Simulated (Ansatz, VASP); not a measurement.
One calculation of ZnS, two programs

```xyz
4
Lattice="3.5896 0.0000 0.0000 -1.7948 3.1087 0.0000 0.0000 0.0000 5.8800" Properties=species:S:1:pos:R:3 pbc="T T T"
Zn    0.0000    0.0000    0.0000
Zn    0.0000    0.0000    2.9400
S     0.0000    2.0725    1.4700
S     1.7948    1.0362    4.4100
```

Alike in both runs: task single point; functional r2SCAN; k mesh 6 × 6 × 4; no spin polarisation.

```csv
,VASP,Ansatz
version,VASP 6.6.1,Ansatz 0.2.0
potentials or method,"VASP PAW PBE potentials, release 64 (Zn, S)","plane waves, PAW"
plane-wave cutoff (eV),520,500
occupations,"gaussian, width 0.01 eV",fixed
valence electrons in the cell,36,36
```

Ansatz gave:

| Item | Value |
| --- | --- |
| gap on the k mesh at the Fermi level (eV) | 0.82 |
| pressure (GPa) | 0.0 |
| traceless stress, the component that is largest in VASP (GPa) | -0.06 |

Task: What did VASP give for the same quantities?

Result: gap on the k mesh at the Fermi level (eV): 0.81; pressure (GPa): 0.2; traceless stress, the component that is largest in VASP (GPa): -0.17.

VASP's potentials were made for PBE, not for r2SCAN.
